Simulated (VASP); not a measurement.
# I (Cmce) in VASP: a series of runs

Runs on I. Level: PBE+D3(BJ). Tasks: single point.

Everything below comes from runs of VASP 6.6.1. Logs are shortened: lines on timing, memory, paths and dates and some standing lists are left out, and cuts for length are marked.

### Step 1. The cell of the first run

It takes space group Cmce (No. 64, orthorhombic). Conventional cell: a = 5.980 Å, b = 4.005 Å, c = 9.061 Å, α = 90.00°, β = 90.00°, γ = 90.00°. I (site symmetry m) has 8 I at 2.80 to 3.60 Å within 3.7 Å.

### Step 2. Single point, PBE+D3(BJ)

INCAR reads:

```
SYSTEM = I
PREC     = Accurate       ! precision mode
ENCUT    = 520            ! plane-wave cutoff, eV
EDIFF    = 1E-6           ! SCF threshold, eV
ISMEAR   = 0              ! smearing method
SIGMA    = 0.02           ! smearing width, eV
LREAL    = .False.        ! projectors in reciprocal space
LASPH    = .True.         ! aspherical terms in the spheres
NELM     = 60             ! most SCF steps
ALGO     = Normal         ! electronic algorithm
ISIF     = 2              ! what is computed and relaxed
LWAVE    = .False.        ! write WAVECAR
LCHARG   = .False.        ! write CHGCAR
GGA      = PE             ! functional
IVDW     = 12             ! dispersion correction
NBANDS   = 22             ! bands
```

KPOINTS reads:

```
regular mesh
0
Gamma
  9 9 9
  0 0 0
```

POSCAR reads:

```
I
1.0
    2.9899802684     -2.0024359511      0.0000000000
    2.9899802684      2.0024359511      0.0000000000
    0.0000000000      0.0000000000      9.0614315210
I
4
Direct
    0.7917149270      0.2082850730      0.8757020470
    0.2917149270      0.7082850730      0.6242979530
    0.2082850730      0.7917149270      0.1242979530
    0.7082850730      0.2917149270      0.3757020470
```

Potentials or basis: VASP PAW PBE potentials, release 64 (I).

Started as:

```sh
> cat potpaw_PBE.64/I/POTCAR > POTCAR
> mpirun -np 1 vasp_std > vasp.out
```

OUTCAR:

```text
SYSTEM = I
   PREC = Accurate
   ENCUT = 520
   EDIFF = 1E-6
   ISMEAR = 0
   LREAL = .False.
   LASPH = .True.
   NELM = 60
   ISIF = 2
   GGA = PE
   IVDW = 12
 IVDW          = 12

 ion  position               nearest neighbor table
   1  0.792  0.208  0.876-   3 2.80   2 3.03   2 3.03   3 3.25
   2  0.292  0.708  0.624-   4 2.80   1 3.03   1 3.03   4 3.25
   3  0.208  0.792  0.124-   1 2.80   4 3.03   4 3.03   1 3.25
   4  0.708  0.292  0.376-   2 2.80   3 3.03   3 3.03   2 3.25

  LATTYP: Found a base centered orthorhombic cell.
 ALAT       =     4.0048719022
 B/A-ratio  =     1.4931714878
 C/A-ratio  =     2.2626020862

  Lattice vectors:

 A1 = (  -2.9899802684,  -2.0024359511,   0.0000000000)
 A2 = (   2.9899802684,  -2.0024359511,   0.0000000000)
 A3 = (   0.0000000000,   0.0000000000,   9.0614315210)

Analysis of symmetry for initial positions (statically):
=====================================================================
 Subroutine PRICEL returns:
 Original cell was already a primitive cell.

 Routine SETGRP: Setting up the symmetry group for a
 base centered orthorhombic supercell.

 Subroutine GETGRP returns: Found  8 space group operations
 (whereof  4 operations were pure point group operations)
 out of a pool of  8 trial point group operations.

The static configuration has the point symmetry C_2h.
 The point group associated with its full space group is D_2h.

Analysis of symmetry for dynamics (positions and initial velocities):
=====================================================================
 Subroutine PRICEL returns:
 Original cell was already a primitive cell.

 Routine SETGRP: Setting up the symmetry group for a
 base centered orthorhombic supercell.

 Subroutine GETGRP returns: Found  8 space group operations
 (whereof  4 operations were pure point group operations)
 out of a pool of  8 trial point group operations.

The dynamic configuration has the point symmetry C_2h.
 The point group associated with its full space group is D_2h.

 Subroutine INISYM returns: Found  8 space group operations
 (whereof  4 operations are pure point group operations),
 and found     1 'primitive' translations

----------------------------------------------------------------------------------------

                                     Primitive cell

  volume of cell :     108.5060

  direct lattice vectors                    reciprocal lattice vectors
     2.989980268 -2.002435951  0.000000000     0.167225184 -0.249695877  0.000000000
     2.989980268  2.002435951  0.000000000     0.167225184  0.249695877  0.000000000
     0.000000000  0.000000000  9.061431521     0.000000000  0.000000000  0.110357839

  length of vectors
     3.598573571  3.598573571  9.061431521     0.300520037  0.300520037  0.110357839

  position of ions in fractional coordinates (direct lattice)
     0.791714927  0.208285073  0.875702047
     0.291714927  0.708285073  0.624297953
     0.208285073  0.791714927  0.124297953
     0.708285073  0.291714927  0.375702047

  ion indices of the primitive-cell ions
   primitive index   ion index
                 1           1
                 2           2
                 3           3
                 4           4

----------------------------------------------------------------------------------------

 KPOINTS: regular mesh

Automatic generation of k-mesh.
 Grid dimensions read from file:
 generate k-points for:    9    9    9

 Generating k-lattice:

  Cartesian coordinates                     Fractional coordinates (reciprocal lattice)
     0.018580576 -0.027743986  0.000000000     0.111111111  0.000000000  0.000000000
     0.018580576  0.027743986  0.000000000     0.000000000  0.111111111  0.000000000
     0.000000000  0.000000000  0.012261982     0.000000000  0.000000000  0.111111111

  Length of vectors
     0.033391115  0.033391115  0.012261982

  Shift w.r.t. Gamma in fractional coordinates (k-lattice)
     0.000000000  0.000000000  0.000000000

 Subroutine IBZKPT returns following result:
 ===========================================

 Found    125 irreducible k-points:

 Following reciprocal coordinates:
            Coordinates               Weight
  0.000000  0.000000  0.000000      1.000000
  0.111111  0.000000  0.000000      4.000000
  0.222222 -0.000000  0.000000      4.000000
  0.333333 -0.000000  0.000000      4.000000
  0.444444 -0.000000  0.000000      4.000000
  0.111111  0.111111  0.000000      2.000000
[... 16 lines left out ...]
 -0.333333  0.333333  0.000000      2.000000
  0.444444  0.444444  0.000000      2.000000
 [... further k-points ...]
   k-points           NKPTS =    125   k-points in BZ     NKDIM =    125   number of bands    NBANDS=     22
   number of dos      NEDOS =    301   number of ions     NIONS =      4
   total plane-waves  NPLWV =  54880
   dimension x,y,z NGX =    28 NGY =   28 NGZ =   70
   dimension x,y,z NGXF=    56 NGYF=   56 NGZF=  140
   ions per type =               4
   NGX,Y,Z   is equivalent  to a cutoff of  12.94, 12.94, 12.84 a.u.
   NGXF,Y,Z  is equivalent  to a cutoff of  25.87, 25.87, 25.69 a.u.
 SYSTEM =  I
   PREC   = accura    normal or accurate (medium, high low for compatibility)
   ISTART =      0    job   : 0-new  1-cont  2-samecut
   ICHARG =      2    charge: 1-file 2-atom 10-const
   ISPIN  =      1    spin polarized calculation?
   LNONCOLLINEAR =      F non collinear calculations
   LSORBIT =      F    spin-orbit coupling
   LASPH  =      T    aspherical Exc in radial PAW
   ENCUT  =  520.0 eV  38.22 Ry    6.18 a.u.   6.69  6.69 16.85*2*pi/ulx,y,z
   NELM   =     60;   NELMIN=  2; NELMDL= -5     # of ELM steps
   EDIFF  = 0.1E-05   stopping-criterion for ELM
   LREAL  =      F    real-space projection
   EDIFFG = 0.1E-04   stopping-criterion for IOM
   NSW    =      0    number of steps for IOM
   IBRION =     -1    ionic relax: 0-MD 1-quasi-New 2-CG
   NFREE  =      0    steps in history (QN), initial steepest desc. (CG)
   ISIF   =      2    stress and relaxation
   ISYM   =      2    0-nonsym 1-usesym 2-fastsym
   POTIM  = 0.5000    time-step for ionic-motion
   TEBEG  =    0.0;   TEEND  =   0.0 temperature during run
   PSTRESS=    0.0 pullay stress
   NELECT =      28.0000    total number of electrons
   NUPDOWN=      -1.0000    fix difference up-down
   EMIN   =  10.00;   EMAX   =-10.00  energy-range for DOS
   EFERMI =   0.00;   METHOD = LEGACY
   ISMEAR =     0;   SIGMA  =   0.02  broadening in eV -4-tet -1-fermi 0-gaus
   EFERMI_NEDOS =   21; number of points for ismear=-14 and -15
   IALGO  =     38    algorithm
   IMIX   =      4    mixing-type and parameters
     AMIX     =   0.40;   BMIX     =  1.00
     AMIX_MAG =   1.60;   BMIX_MAG =  1.00
  volume/ion in A,a.u.               =      27.13       183.06
  Fermi-wavevector in a.u.,A,eV,Ry     =   1.042260  1.969587 14.780102  1.086307
  Thomas-Fermi vector in A             =   2.176918
   LORBIT       =      0    0 simple, 1 ext, 2 COOP (PROOUT), +10 PAW based schemes
   GGA     = PE    functional components
   LHFCALC =     F    Hartree Fock is set to
   AEXX    =    0.0000 exact exchange contribution
   IVDW    =    12    specifies the selected vdW correction
   LEPSILON=     F    determine dielectric tensor
   LRPA    =     F    only Hartree local field effects (RPA)
 non-spin polarized calculation
 Gauss-broadening in eV      SIGMA  =   0.02
  energy-cutoff  :      520.00
  volume of cell :      108.51
 maximum number of plane-waves:      2949
   NGX = 13   NGY = 13   NGZ = 33

 number of electron      27.9999999 magnetization

 Free energy of the ion-electron system (eV)
  ---------------------------------------------------
  ext. energy  EPLUGINS =         0.00000000
  ---------------------------------------------------
  free energy    TOTEN  =        -3.76613847 eV

  energy without entropy =       -3.76601619  energy(sigma->0) =       -3.76607733

 E-fermi :   8.4260     XC(G=0): -10.2319

 val. band max:        8.4026460656   @ k =  -0.1111   0.1111   0.1111
 cond. band min:       8.4263173633   @ k =  -0.4444   0.4444   0.0000
 fundamental gap:      0.0236712976
 Fermi energy:         8.4260280572

 k-point     1 :       0.0000    0.0000    0.0000
  band No.  band energies     occupation
      1      -7.5467      2.00000
      2      -6.0672      2.00000
      3      -5.8328      2.00000
      4      -2.9266      2.00000
      5       1.7970      2.00000
      6       4.7972      2.00000
[... 14 lines left out ...]
     21      14.9871      0.00000
     22      15.2439      0.00000

 k-point     2 :       0.1111    0.0000    0.0000
  band No.  band energies     occupation
      1      -7.4171      2.00000
      2      -5.9680      2.00000
      3      -5.7258      2.00000
      4      -2.9871      2.00000
      5       1.9263      2.00000
      6       4.5525      2.00000
[... 14 lines left out ...]
     21      15.2596      0.00000
     22      15.3165      0.00000

 k-point     3 :       0.2222   -0.0000    0.0000
  band No.  band energies     occupation
      1      -7.0385      2.00000
      2      -5.6983      2.00000
      3      -5.4266      2.00000
      4      -3.2164      2.00000
      5       2.2232      2.00000
      6       3.4691      2.00000
[... 14 lines left out ...]
     21      15.7743      0.00000
     22      16.3311      0.00000
[... 476 lines left out ...]
 k-point    23 :      -0.3333    0.3333    0.0000
  band No.  band energies     occupation
      1      -5.4669      2.00000
      2      -4.9720      2.00000
      3      -4.3458      2.00000
      4      -3.9299      2.00000
      5       1.8945      2.00000
      6       1.9239      2.00000
[... 14 lines left out ...]
     21      17.0936      0.00000
     22      17.1067      0.00000

 k-point    24 :       0.4444    0.4444    0.0000
  band No.  band energies     occupation
      1      -6.1060      2.00000
      2      -4.8485      2.00000
      3      -4.5634      2.00000
      4      -2.4567      2.00000
      5       1.8352      2.00000
      6       3.0729      2.00000
[... 14 lines left out ...]
     21      15.5316      0.00000
     22      15.9696      0.00000

 [... further k-points ...]

------------------------ aborting loop because EDIFF is reached ----------------------------------------

 Edisp (eV)   -1.94985

 E8    (eV) :    -0.8690

  FORCE on cell =-STRESS in cart. coord.  units (eV):
  Direction    XX          YY          ZZ          XY          YZ          ZX
  --------------------------------------------------------------------------------------
  -------------------------------------------------------------------------------------
  Total      10.13636    10.08493    10.06782     0.00000     0.00000     0.00000
  in kB     149.67143   148.91207   148.65930     0.00000     0.00000     0.00000
  external pressure =      149.08 kB  Pullay stress =        0.00 kB

 VOLUME and BASIS-vectors are now :
 -----------------------------------------------------------------------------
  energy-cutoff  :      520.00
  volume of cell :      108.51
      direct lattice vectors                 reciprocal lattice vectors
     2.989980268 -2.002435951  0.000000000     0.167225184 -0.249695877  0.000000000
     2.989980268  2.002435951  0.000000000     0.167225184  0.249695877  0.000000000
     0.000000000  0.000000000  9.061431521     0.000000000  0.000000000  0.110357839

 POSITION                                       TOTAL-FORCE (eV/Angst)
 -----------------------------------------------------------------------------------
      2.98998     -1.16828      7.93511         0.000000     -0.009411      0.005609
      2.98998      0.83416      5.65703         0.000000     -0.009411     -0.005609
      2.98998      1.16828      1.12632         0.000000      0.009411     -0.005609
      2.98998     -0.83416      3.40440         0.000000      0.009411      0.005609
 -----------------------------------------------------------------------------------
    total drift:                               -0.000000     -0.000000     -0.000000

  FREE ENERGIE OF THE ION-ELECTRON SYSTEM (eV)
  ---------------------------------------------------
  free  energy   TOTEN  =        -5.7159906484 eV

  energy  without entropy=       -5.7158683666  energy(sigma->0) =       -5.71592951
```

It took 4 min on 1 thread of Oxide Virtual Turin-like, shared host; peak memory 0.34 GiB.

Results:

- Free energy: -5.7160 eV
- Pressure: 14.9 GPa
- Largest force: 0.011 eV/Å
- Band gap on the k mesh: zero (band 14 reaches 8.46 eV, above the bottom of band 15 at 8.31 eV)
- Dispersion energy per atom: -0.487 eV

Forces in eV/Å, atoms in the order of the input:
```
I    0.000 -0.009  0.006
I    0.000 -0.009 -0.006
I    0.000  0.009 -0.006
I    0.000  0.009  0.006
```

Levels at points of the mesh, in eV from the Fermi level:
| k point | band 11 | band 12 | band 13 | band 14 | band 15 | band 16 | band 17 | band 18 |
| --- | --- | --- | --- | --- | --- | --- | --- | --- |
| (0.00, 0.00, 0.00) | -0.47 | -0.37 | -0.32 | -0.14 | 1.52 | 2.28 | 3.28 | 5.43 |

Caveat: spin-orbit coupling is left out, which moves the levels of the heavy elements; pairwise dispersion overbinds metals, which lowers pressure and volume.

[end of part 1 of 2]
